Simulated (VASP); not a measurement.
InAs: single point with PBEsol

The system is InAs.

```
In As
1.0
     0.00000    2.82861    2.82861
     2.82861    0.00000    2.82861
     2.82861    2.82861    0.00000
In As
1 1
Cartesian
  2.8286 2.8286 2.8286
  0.0000 0.0000 0.0000
```

```yaml
Program: VASP 6.6.1
Task: single point
Functional: PBEsol
Potentials_or_basis: VASP PAW PBE potentials, release 64 (In_d, As)
Cutoff: 520 eV
k_mesh: 6 × 6 × 6
Occupations: fermi-dirac, width 0.1 eV
Spin: no spin polarisation
Dipole_correction: no
Further_INCAR_settings: ALGO = Normal; EDIFF = 1e-06; NBANDS = 16
```

```yaml
Pressure: 0.2 GPa
Band_gap_on_the_k_mesh: zero (band 9 reaches 6.77 eV, above the bottom of band 10 at 3.96 eV)
```

Levels at points of the mesh, in eV from the Fermi level:
| k point | band 5 | band 6 | band 7 | band 8 | band 9 | band 10 | band 11 | band 12 | band 13 | band 14 |
| --- | --- | --- | --- | --- | --- | --- | --- | --- | --- | --- |
| (0.00, 0.00, 0.00) | -14.33 | -12.53 | -0.41 | -0.28 | -0.28 | -0.28 | 7.13 | 7.13 | 7.13 | 7.64 |
| (0.50, 0.00, 0.00) | -14.27 | -10.69 | -6.88 | 0.15 | 0.15 | 2.04 | 3.18 | 3.18 | 4.64 | 10.79 |
| (0.50, 0.50, 0.00) | -14.24 | -9.66 | -5.10 | -3.00 | -2.46 | -2.46 | 3.66 | 9.50 | 9.50 | 10.35 |

Wall time 9 s on 1 thread of AMD EPYC 9R45 96-Core Processor (Zen 5), on a shared host, peak memory 0.14 GiB.

Caveat: the PAW data sets were made with another functional, which shifts forces and pressure a little; spin-orbit coupling is left out, which moves the levels of the heavy elements.
